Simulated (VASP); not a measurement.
# Be: single point with BLYP

Crystal: Be.

```xyz
1
Lattice="-1.2837 1.2837 1.2837 1.2837 -1.2837 1.2837 1.2837 1.2837 -1.2837" Properties=species:S:1:pos:R:3 pbc="T T T"
Be    0.0000    0.0000    0.0000
```

This cell differs from its parent crystal: volume scaled by 1.08.

```json
{
 "Program": "VASP 6.6.1",
 "Task": "single point",
 "Functional": "BLYP",
 "Potentials or basis": "VASP PAW PBE potentials, release 64 (Be)",
 "Cutoff": "520 eV",
 "k mesh": "20 × 20 × 20",
 "Occupations": "fermi-dirac, width 0.1 eV",
 "Spin": "no spin polarisation"
}
```

| Item | Value |
| --- | --- |
| Pressure | -8.1 GPa |
| Band gap on the k mesh | zero (band 1 reaches 11.39 eV, above the bottom of band 2 at 6.55 eV) |

Levels at points of the mesh, in eV from the Fermi level:
| k point | band 1 | band 2 | band 3 | band 4 | band 5 |
| --- | --- | --- | --- | --- | --- |
| (0.00, 0.00, 0.00) | -11.72 | 17.86 | 17.86 | 17.86 | 29.41 |
| (0.50, 0.00, 0.00) | -4.90 | 0.23 | 11.33 | 14.45 | 19.66 |
| (0.50, 0.50, 0.50) | 3.66 | 3.66 | 3.66 | 9.67 | 9.67 |

It took 5.9 s on 1 thread of Intel(R) Xeon(R) 6975P-C (Granite Rapids), with other jobs on the host, peak memory 0.11 GiB.

Caveat: the PAW data sets were made with another functional, which shifts forces and pressure a little.
